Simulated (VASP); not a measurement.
The system is K.

```
K
1.0
     4.31044    0.00000    0.00000
     0.00000    4.31044    0.00000
     0.00000    0.00000    4.31044
K
1
Direct
  0.00000 0.00000 0.00000
```

This isn't the form of K at room conditions, which is bcc.

```yaml
Program: VASP 6.6.1
Task: relaxation of cell and atoms
Functional: PBEsol
Dispersion: D4
Potentials_or_basis: VASP PAW PBE potentials, release 64 (K_sv)
Cutoff: 600 eV
k_mesh: 6 × 6 × 6
Occupations: fermi-dirac, width 0.05 eV
Spin: no spin polarisation
```

At the start: pressure -0.2 GPa; volume 80.09 Å³/atom.

Where does the relaxation end?

Over 4 steps the energy falls by 4.5 meV/atom and the volume is 73.64 Å³/atom (-8.1 %); space group Pm-3m (No. 221, to 0.1 Å) before and after.

Step by step:
```csv
step,energy change (eV),largest force (eV/Å),pressure (GPa),volume (Å³)
1,0.0000,0.0000,-0.21,80.09
2,-0.0015,0.0000,-0.18,78.85
3,-0.0043,0.0000,-0.06,75.22
4,-0.0045,0.0000,0.00,73.64
```

Final structure:
```
CELL_PARAMETERS angstrom
4.19144 0.00000 0.00000
0.00000 4.19144 0.00000
0.00000 0.00000 4.19144
ATOMIC_POSITIONS crystal
K 0.00000 0.00000 0.00000
```

Caveat: the PAW data sets were made with another functional, which shifts forces and pressure a little.
